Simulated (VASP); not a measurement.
Set up this calculation in VASP 6.6.1, as the native input.

```yaml
Task: single point
Functional: r2SCAN
Potentials_or_basis: VASP PAW PBE potentials, release 64 (Zr_sv, Sn_d, O)
Cutoff: 520 eV
k_mesh: 6 × 6 × 8
Occupations: gaussian, width 0.01 eV
Spin: no spin polarisation
Dipole_correction: no
Further_INCAR_settings: ALGO = Normal; EDIFF = 1e-06; NBANDS = 34
```

ZrSnO4:

```
Zr Sn O
1.0
     3.43317   -3.39931    0.00000
     3.43317    3.39931    0.00000
     0.00000    0.00000    3.21796
Zr Sn O
1 1 4
Direct
  0.50000 0.50000 0.50000
  0.00000 0.00000 0.00000
  0.19244 0.19244 0.50000
  0.80756 0.80756 0.50000
  0.69652 0.30348 0.00000
  0.30348 0.69652 0.00000
```

These files were run (other wordings do the same):

POSCAR

```
ZrSnO4
1.0
    3.4331685760     -3.3993147355      0.0000000000
    3.4331685760      3.3993147355      0.0000000000
    0.0000000000      0.0000000000      3.2179572795
Zr Sn O
1 1 4
Direct
    0.5000000000      0.5000000000      0.5000000000
    0.0000000000      0.0000000000      0.0000000000
    0.1924356542      0.1924356542      0.5000000000
    0.8075643458      0.8075643458      0.5000000000
    0.6965230309      0.3034769691      0.0000000000
    0.3034769691      0.6965230309      0.0000000000
```

INCAR.step1

```
SYSTEM = ZrSnO4
ALGO = Normal ; EDIFF = 1E-4
ENCUT = 520 ; GGA = PE
ISMEAR = 0 ; LASPH = .TRUE.
LCHARG = .FALSE. ; LREAL = .FALSE.
LWAVE = .TRUE. ; NBANDS = 34
NELM = 60 ; PREC = Accurate
SIGMA = 0.01
```

INCAR.step2

```
SYSTEM = ZrSnO4
ALGO = Normal ; EDIFF = 1E-6
ENCUT = 520 ; ISIF = 2
ISMEAR = 0 ; ISTART = 1
LASPH = .TRUE. ; LCHARG = .TRUE.
LELF = .TRUE. ; LMIXTAU = .TRUE.
LREAL = .FALSE. ; LVHAR = .TRUE.
LWAVE = .FALSE. ; METAGGA = R2SCAN
NBANDS = 34 ; NELM = 60
PREC = Accurate ; SIGMA = 0.01
```

KPOINTS

```
k-points
0
G
  6 6 8
  0 0 0
```

Potentials or basis: VASP PAW PBE potentials, release 64 (Zr_sv, Sn_d, O).

Launch:

```console
$ cat potpaw_PBE.64/Zr_sv/POTCAR potpaw_PBE.64/Sn_d/POTCAR potpaw_PBE.64/O/POTCAR > POTCAR
$ cp INCAR.step1 INCAR
$ mpirun -np 1 vasp_std > vasp.out
$ cp INCAR.step2 INCAR
$ mpirun -np 1 vasp_std > vasp.out
```

It gave:

```yaml
Pressure: 0.7 GPa
Largest_force: 0.066 eV/Å
Band_gap_on_the_k_mesh: 2.84 eV
```

Caveat: the PAW data sets were made with another functional, which shifts forces and pressure a little; spin-orbit coupling is left out, which moves the levels of the heavy elements.

Run time: 21 min on 1 thread of AMD EPYC 7R43 64-Core Processor (Zen 3), on a shared host, peak memory 0.25 GiB.
